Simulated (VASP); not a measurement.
# CdO (Fm-3m) in VASP: a series of runs, part 2 of 2

VASP 6.6.1.

## 3. Single point, r2SCAN (13.42 Å³/atom)

This run uses another cell than the first one, of 13.42 Å³/atom.

File POSCAR:

```
CdO
1.0
    0.0000000000      2.3763026247      2.3763026247
    2.3763026247      0.0000000000      2.3763026247
    2.3763026247      2.3763026247      0.0000000000
Cd O
1 1
Direct
    0.0000000000      0.0000000000      0.0000000000
    0.5000000000      0.5000000000      0.5000000000
```

File INCAR.step1:

```
PREC = Accurate ; ENCUT = 660
ISMEAR = -1 ; SIGMA = 0.02
LREAL = False ; LASPH = True
NELM = 120 ; NBANDS = 16
GGA = PE ; ALGO = Normal
EDIFF = 1E-5 ; LWAVE = True
LCHARG = False ; GGA_COMPAT = False
```

File INCAR.step2:

```
PREC = Accurate ; ENCUT = 660
EDIFF = 1E-6 ; ISMEAR = -1
SIGMA = 0.02 ; LREAL = False
LASPH = True ; NELM = 120
ALGO = Normal ; ISIF = 2
LWAVE = False ; LCHARG = False
METAGGA = R2SCAN ; LMIXTAU = True
NBANDS = 16 ; ISTART = 1
GGA_COMPAT = False
```

File KPOINTS:

```
regular mesh
0
Gamma
  8 8 8
```

Potentials or basis: VASP PAW PBE potentials, release 64 (Cd, O).

Launch:

```console
$ cat potpaw_PBE.64/Cd/POTCAR potpaw_PBE.64/O/POTCAR > POTCAR
$ cp INCAR.step1 INCAR
$ mpirun -np 1 vasp_std > vasp.out
$ cp INCAR.step2 INCAR
$ mpirun -np 1 vasp_std > vasp.out
```

OUTCAR:

```text
PREC = Accurate
   ENCUT = 660
   EDIFF = 1E-6
   ISMEAR = -1
   LREAL = False
   LASPH = True
   NELM = 120
   ISIF = 2
   METAGGA = R2SCAN
   ISTART = 1

 ion  position               nearest neighbor table
   1  0.000  0.000  0.000-   2 2.38   2 2.38   2 2.38   2 2.38   2 2.38   2 2.38
   2  0.500  0.500  0.500-   1 2.38   1 2.38   1 2.38   1 2.38   1 2.38   1 2.38

  LATTYP: Found a face centered cubic cell.
 ALAT       =     4.7526052494

  Lattice vectors:

 A1 = (   0.0000000000,   2.3763026247,   2.3763026247)
 A2 = (   2.3763026247,   0.0000000000,   2.3763026247)
 A3 = (   2.3763026247,   2.3763026247,   0.0000000000)

Analysis of symmetry for initial positions (statically):
=====================================================================
 Subroutine PRICEL returns:
 Original cell was already a primitive cell.

 Routine SETGRP: Setting up the symmetry group for a
 face centered cubic supercell.

 Subroutine GETGRP returns: Found 48 space group operations
 (whereof 48 operations were pure point group operations)
 out of a pool of 48 trial point group operations.

The static configuration has the point symmetry O_h .

Analysis of symmetry for dynamics (positions and initial velocities):
=====================================================================
 Subroutine PRICEL returns:
 Original cell was already a primitive cell.

 Routine SETGRP: Setting up the symmetry group for a
 face centered cubic supercell.

 Subroutine GETGRP returns: Found 48 space group operations
 (whereof 48 operations were pure point group operations)
 out of a pool of 48 trial point group operations.

The dynamic configuration has the point symmetry O_h .

 Subroutine INISYM returns: Found 48 space group operations
 (whereof 48 operations are pure point group operations),
 and found     1 'primitive' translations

[... 111 lines left out ...]
   IALGO  =     38    algorithm
   IMIX   =      4    mixing-type and parameters
     AMIX     =   0.40;   BMIX     =  1.00
     AMIX_MAG =   1.60;   BMIX_MAG =  1.00
  volume/ion in A,a.u.               =      13.42        90.55
  Fermi-wavevector in a.u.,A,eV,Ry     =   1.433026  2.708026 27.940409  2.053562
  Thomas-Fermi vector in A             =   2.552589
   LORBIT       =      0    0 simple, 1 ext, 2 COOP (PROOUT), +10 PAW based schemes
   METAGGA = R2SCAN    functional components
   LHFCALC =     F    Hartree Fock is set to
   AEXX    =    0.0000 exact exchange contribution
   IVDW    =     0    specifies the selected vdW correction
   LEPSILON=     F    determine dielectric tensor
   LRPA    =     F    only Hartree local field effects (RPA)
 non-spin polarized calculation
  energy-cutoff  :      660.00
  volume of cell :       26.84
 maximum number of plane-waves:      1056
   NGX = 15   NGY = 15   NGZ = 15

 number of electron      17.9999995 magnetization

 Free energy of the ion-electron system (eV)
  ---------------------------------------------------
  ext. energy  EPLUGINS =         0.00000000
  ---------------------------------------------------
  free energy    TOTEN  =       -28.56088710 eV

  energy without entropy =      -28.56058796  energy(sigma->0) =      -28.56073753

 E-fermi :   1.4447     XC(G=0): -12.1226

 val. band max:        1.4035796128   @ k =   0.0000   0.0000   0.0000
 cond. band min:       2.6975232148   @ k =   0.1250   0.0000   0.0000
 fundamental gap:      1.2939436020
 Fermi energy:         1.4446879042

 k-point     1 :       0.0000    0.0000    0.0000
  band No.  band energies     occupation
      1     -16.6581      2.00000
      2      -5.4179      2.00000
      3      -5.4179      2.00000
      4      -5.4179      2.00000
      5      -5.1230      2.00000
      6      -5.1230      2.00000
[... 433 lines left out ...]
      3      -5.6761      2.00000
      4      -5.6728      2.00000
      5      -4.9158      2.00000
      6      -4.9134      2.00000
[... 8 lines left out ...]
     15      21.5131      0.00000
     16      25.0188      0.00000

 [... further k-points ...]

------------------------ aborting loop because EDIFF is reached ----------------------------------------

  FORCE on cell =-STRESS in cart. coord.  units (eV):
  Direction    XX          YY          ZZ          XY          YZ          ZX
  --------------------------------------------------------------------------------------
  -------------------------------------------------------------------------------------
  Total       -0.4634449     -0.4634449     -0.4634449     -0.0000000      0.0000000     -0.0000000
  in kB      -27.6677264    -27.6677264    -27.6677264     -0.0000000      0.0000000     -0.0000000
  external PRESSURE =     -27.6677264 kB  Pullay stress =       0.0000000 kB

 VOLUME and BASIS-vectors are now :
 -----------------------------------------------------------------------------
  energy-cutoff  :      660.00
  volume of cell :       26.84
      direct lattice vectors                 reciprocal lattice vectors
     0.000000000  2.376302625  2.376302625    -0.210410911  0.210410911  0.210410911
     2.376302625  0.000000000  2.376302625     0.210410911 -0.210410911  0.210410911
     2.376302625  2.376302625  0.000000000     0.210410911  0.210410911 -0.210410911

 POSITION                                       TOTAL-FORCE (eV/Angst)
 -----------------------------------------------------------------------------------
      0.00000      0.00000      0.00000        -0.000000      0.000000     -0.000000
      2.37630      2.37630      2.37630         0.000000     -0.000000      0.000000
 -----------------------------------------------------------------------------------
    total drift:                                0.000000      0.000000      0.000000

  FREE ENERGIE OF THE ION-ELECTRON SYSTEM (eV)
  ---------------------------------------------------
  free  energy   TOTEN  =       -28.5608870998 eV

  energy  without entropy=      -28.5605879592  energy(sigma->0) =      -28.56073753
```

OUTCAR.step1:

```text
PREC = Accurate
   ENCUT = 660
   ISMEAR = -1
   LREAL = False
   LASPH = True
[... 676 lines left out ...]
      0.00000      0.00000      0.00000         0.000000      0.000000      0.000000
      2.37630      2.37630      2.37630        -0.000000      0.000000     -0.000000
 -----------------------------------------------------------------------------------
    total drift:                                0.000000      0.000000      0.000000

  FREE ENERGIE OF THE ION-ELECTRON SYSTEM (eV)
  ---------------------------------------------------
  free  energy   TOTEN  =        -7.7284296297 eV

  energy  without entropy=       -7.7281311652  energy(sigma->0) =       -7.72828040
```

OSZICAR.step1:

```text
N       E                     dE             d eps       ncg     rms          rms(c)
DAV:   1     0.130626074728E+03    0.13063E+03   -0.11786E+04   960   0.137E+03
DAV:   2    -0.552808925091E+01   -0.13615E+03   -0.12286E+03  1040   0.307E+02
DAV:   3    -0.954174656557E+01   -0.40137E+01   -0.40054E+01  1080   0.588E+01
DAV:   4    -0.955256698890E+01   -0.10820E-01   -0.10820E-01  1224   0.296E+00
DAV:   5    -0.955259819480E+01   -0.31206E-04   -0.31206E-04  1136   0.141E-01    0.101E+01
DAV:   6    -0.780219966572E+01    0.17504E+01   -0.50742E+00  1232   0.379E+01    0.884E+00
DAV:   7    -0.774912459655E+01    0.53075E-01   -0.71695E-01   976   0.802E+00    0.440E+00
DAV:   8    -0.773156197433E+01    0.17563E-01   -0.10217E-01   968   0.282E+00    0.705E-01
DAV:   9    -0.772831380630E+01    0.32482E-02   -0.74617E-03  1120   0.863E-01    0.119E-01
DAV:  10    -0.772839059632E+01   -0.76790E-04   -0.96173E-04  1032   0.314E-01    0.421E-02
DAV:  11    -0.772843326070E+01   -0.42664E-04   -0.56611E-05  1112   0.756E-02    0.162E-02
DAV:  12    -0.772842962968E+01    0.36310E-05   -0.86774E-06   632   0.311E-02
   1 F= -.77284296E+01 E0= -.77282804E+01  d E =-.298465E-03
```

It took 29 s on 1 thread of Intel Xeon 6975P-C (Granite Rapids), shared host; peak memory 0.17 GiB.

Results:

```
Free energy : -28.5609 eV
Pressure    : -2.8 GPa
```

Levels at points of the mesh, in eV from the Fermi level:
| k point | band 5 | band 6 | band 7 | band 8 | band 9 | band 10 | band 11 | band 12 | band 13 | band 14 |
| --- | --- | --- | --- | --- | --- | --- | --- | --- | --- | --- |
| (0.00, 0.00, 0.00) | -6.57 | -6.57 | -1.27 | -1.27 | -1.27 | -0.04 | 15.60 | 17.48 | 17.48 | 17.48 |
| (0.50, 0.00, 0.00) | -6.36 | -6.36 | -3.79 | -0.05 | -0.05 | 5.00 | 7.73 | 12.59 | 12.59 | 18.14 |
| (0.50, 0.50, 0.00) | -6.24 | -5.96 | -4.13 | -2.21 | -2.21 | 4.37 | 9.12 | 11.60 | 14.01 | 14.01 |

Caveat: the PAW data sets were made with another functional, which shifts forces and pressure a little.

## 4. Single point, r2SCAN (13.81 Å³/atom)

This run uses another cell than the first one, of 13.81 Å³/atom.

File POSCAR:

```
CdO
1.0
    0.0000000000      2.3991530901      2.3991530901
    2.3991530901      0.0000000000      2.3991530901
    2.3991530901      2.3991530901      0.0000000000
Cd O
1 1
Direct
    0.0000000000      0.0000000000      0.0000000000
    0.5000000000      0.5000000000      0.5000000000
```

File INCAR.step1:

```
SYSTEM = CdO
PREC     = Accurate       ! precision mode
ENCUT    = 660            ! plane-wave cutoff, eV
ISMEAR   = -1             ! smearing method
SIGMA    = 0.02           ! smearing width, eV
LREAL    = .False.        ! projectors in reciprocal space
LASPH    = .True.         ! aspherical terms in the spheres
NELM     = 120            ! most SCF steps
NBANDS   = 16             ! bands
GGA      = PE             ! functional
ALGO     = Normal         ! electronic algorithm
EDIFF    = 1E-5           ! SCF threshold, eV
LWAVE    = .True.         ! write WAVECAR
LCHARG   = .False.        ! write CHGCAR
GGA_COMPAT= .False.
```

File INCAR.step2:

```
SYSTEM = CdO
PREC     = Accurate       ! precision mode
ENCUT    = 660            ! plane-wave cutoff, eV
EDIFF    = 1E-6           ! SCF threshold, eV
ISMEAR   = -1             ! smearing method
SIGMA    = 0.02           ! smearing width, eV
LREAL    = .False.        ! projectors in reciprocal space
LASPH    = .True.         ! aspherical terms in the spheres
NELM     = 120            ! most SCF steps
ALGO     = Normal         ! electronic algorithm
ISIF     = 2              ! what is computed and relaxed
LWAVE    = .False.        ! write WAVECAR
LCHARG   = .False.        ! write CHGCAR
METAGGA  = R2SCAN         ! meta-GGA
LMIXTAU  = .True.       
NBANDS   = 16             ! bands
ISTART   = 1            
GGA_COMPAT= .False.
```

File KPOINTS:

```
regular mesh
0
Gamma
  8 8 8
  0 0 0
```

Launch:

```console
$ cat potpaw_PBE.64/Cd/POTCAR potpaw_PBE.64/O/POTCAR > POTCAR
$ cp INCAR.step1 INCAR
$ mpirun -np 1 vasp_std > vasp.out
$ cp INCAR.step2 INCAR
$ mpirun -np 1 vasp_std > vasp.out
```

Run time: 29 s. Hardware: 1 thread of Intel Xeon 6975P-C (Granite Rapids), shared host; peak memory 0.17 GiB.

The run converged. Its results:

| Property | Result |
| --- | --- |
| Free energy | -28.5400 eV |
| Pressure | -6.4 GPa |
| Band gap on the k mesh | zero (bands 9 and 10 overlap by 0.05 eV) |

Levels at points of the mesh, in eV from the Fermi level:
```
           k point  band 6  band 7  band 8  band 9  band 10  band 11  band 12  band 13
(0.00, 0.00, 0.00)   -6.55   -1.17   -1.17   -1.17    -0.10    15.52    17.27    17.27
(0.50, 0.00, 0.00)   -6.36   -3.71   -0.04   -0.04     4.97     7.52    12.43    12.43
(0.50, 0.50, 0.00)   -6.00   -3.94   -2.07   -2.07     4.24     8.99    11.49    13.75
```

Caveat: the cell stands under tension; semilocal functionals underestimate gaps, so a narrow gap can read as zero; the PAW data sets were made with another functional, which shifts forces and pressure a little.

## 5. Single point, r2SCAN

File POSCAR:

```
CdO
1.0
    0.0000000000      2.3530040397      2.3530040397
    2.3530040397      0.0000000000      2.3530040397
    2.3530040397      2.3530040397      0.0000000000
Cd O
1 1
Direct
    0.0000000000      0.0000000000      0.0000000000
    0.5000000000      0.5000000000      0.5000000000
```

File INCAR.step1:

```
SYSTEM = CdO
PREC = Accurate
ENCUT = 660
ISMEAR = -1
SIGMA = 0.02
LREAL = .False.
LASPH = .True.
NELM = 120
NBANDS = 16
GGA = PE
ALGO = Normal
EDIFF = 1E-5
LWAVE = .True.
LCHARG = .False.
GGA_COMPAT = .False.
```

File INCAR.step2:

```
SYSTEM = CdO
PREC = Accurate
ENCUT = 660
EDIFF = 1E-6
ISMEAR = -1
SIGMA = 0.02
LREAL = .False.
LASPH = .True.
NELM = 120
ALGO = Normal
ISIF = 2
LWAVE = .False.
LCHARG = .False.
METAGGA = R2SCAN
LMIXTAU = .True.
NBANDS = 16
ISTART = 1
GGA_COMPAT = .False.
```

File KPOINTS:

```
Automatic mesh
0
Gamma
  10 10 10
  0 0 0
```

Launch:

```console
$ cat potpaw_PBE.64/Cd/POTCAR potpaw_PBE.64/O/POTCAR > POTCAR
$ cp INCAR.step1 INCAR
$ mpirun -np 1 vasp_std > vasp.out
$ cp INCAR.step2 INCAR
$ mpirun -np 1 vasp_std > vasp.out
```

It took 42 s on 1 thread of Intel Xeon 6975P-C (Granite Rapids), shared host; peak memory 0.18 GiB.

Results (log left out):

```yaml
Free_energy: -28.5628 eV
Pressure: 1.5 GPa
Band_gap_on_the_k_mesh: 0.07 eV (least direct gap 1.40 eV)
```

Levels at points of the mesh, in eV from the valence-band top:
```tsv
k point	band 6	band 7	band 8	band 9	band 10	band 11	band 12	band 13
(0.00, 0.00, 0.00)	-6.55	-1.33	-1.33	-1.33	0.07	15.71	17.74	17.74
(0.50, 0.00, 0.00)	-6.33	-3.82	0.00	0.00	5.07	8.00	12.80	12.80
(0.50, 0.50, 0.00)	-5.88	-4.30	-2.31	-2.31	4.55	9.31	11.77	14.32
```

Caveat: the PAW data sets were made with another functional, which shifts forces and pressure a little. A k mesh can miss the band edges.

## 6. The runs side by side

```csv
cell,k mesh,gap on the mesh (eV),pressure (GPa)
"a = 3.328 Å, angles 60.0°, 2 atoms",8 × 8 × 8,0.07,1.5
"a = 3.361 Å, angles 60.0°, 2 atoms",8 × 8 × 8,-,-2.8
"a = 3.393 Å, angles 60.0°, 2 atoms",8 × 8 × 8,none,-6.4
"a = 3.328 Å, angles 60.0°, 2 atoms",10 × 10 × 10,0.07,1.5
```

Alike in all rows: task single point; level r2SCAN; potentials or basis VASP PAW PBE potentials, release 64 (Cd, O); no spin polarisation; cutoff (eV) 660; smearing fermi-dirac 0.02 eV.

Caveats: the PAW data sets were made with another functional, which shifts forces and pressure a little; the cell stands under tension (at least some runs); semilocal functionals underestimate gaps, so a narrow gap can read as zero (at least some runs).

Absolute energies hang on the potentials; compare differences alone.
